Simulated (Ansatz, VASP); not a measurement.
ZnTe3O in VASP and in Ansatz

Contents of INCAR:

```
SYSTEM = ZnTe3O
PREC     = Accurate       ! precision mode
ENCUT    = 520            ! plane-wave cutoff, eV
EDIFF    = 1E-6           ! SCF threshold, eV
ISMEAR   = 0              ! smearing method
SIGMA    = 0.1            ! smearing width, eV
LREAL    = .FALSE.        ! projectors in reciprocal space
LASPH    = .TRUE.         ! aspherical terms in the spheres
NELM     = 80             ! most SCF steps
ALGO     = Normal         ! electronic algorithm
ISIF     = 2              ! what is computed and relaxed
LWAVE    = .FALSE.        ! write WAVECAR
LCHARG   = .FALSE.        ! write CHGCAR
GGA      = PE             ! functional
NBANDS   = 26             ! bands
```

File KPOINTS:

```
regular mesh
0
G
  4 4 4
  0 0 0
```

The input POSCAR:

```
ZnTe3O
1.0
    4.7008450300      0.0000000000      0.0000000000
    0.0000000000      4.7008450300      0.0000000000
    0.0000000000      0.0000000000      4.7222351300
Zn Te O
1 3 1
Direct
    0.5000000000      0.5000000000      0.4819999900
    0.5000000000      0.5000000000      0.0160000000
    0.5000000000      0.0000000000      0.5149999900
    0.0000000000      0.5000000000      0.5149999900
    0.0000000000      0.0000000000      0.0000000000
```

Input for Ansatz:

```yaml
crystal:
  lattice:
    - [4.70084503, 0.0, 0.0]
    - [0.0, 4.70084503, 0.0]
    - [0.0, 0.0, 4.72223513]
  atoms:
    - { symbol: Zn, position: [0.5, 0.5, 0.48199999] }
    - { symbol: Te, position: [0.5, 0.5, 0.016] }
    - { symbol: Te, position: [0.5, 0.0, 0.51499999] }
    - { symbol: Te, position: [0.0, 0.5, 0.51499999] }
    - { symbol: O, position: [0.0, 0.0, 0.0] }
basis:
  ecutwfc: 420
kpoints:
  mp_grid: { grid: [4, 4, 4] }
hamiltonian:
  xc: pbe
scf:
  occupations: { method: gaussian, width: 0.1 }
  lower_state_search: "off"
output:
  forces: true
  stress: true
  eigenvalues: true
```

Change from the starting cell: species swapped into the BaTiO3 type (P4mm, No. 99).

Alike in both runs: task single point; functional PBE; k mesh 4 × 4 × 4; occupations gaussian, width 0.1 eV; no spin polarisation.

|  | VASP | Ansatz |
| --- | --- | --- |
| version | VASP 6.6.1 | Ansatz 0.2.0 |
| potentials or method | VASP PAW PBE potentials, release 64 (Zn, Te, O), cutoff 520 eV | scalar-relativistic, plane waves, PAW |
| valence electrons in the cell | 36 | 66 |

Ansatz gave:

- gap on the k mesh at the Fermi level (eV): none
- pressure (GPa): 25.0
- traceless stress, the component that is largest in VASP (GPa): 2.10
- rms of the force components (eV/Å): 1.416

Estimate VASP's values.

gap on the k mesh at the Fermi level (eV): none; pressure (GPa): 25.0; traceless stress, the component that is largest in VASP (GPa): 2.10; rms of the force components (eV/Å): 1.426.

Atom by atom the forces differ by 0.009 eV/Å (rms over components). A gap of «none» marks a metal or a gap that the smearing closes. VASP's potentials hold 36 valence electrons a cell and Ansatz's 66, so a difference there can come from the potentials and not from the codes.

Neither program's run includes spin-orbit coupling.
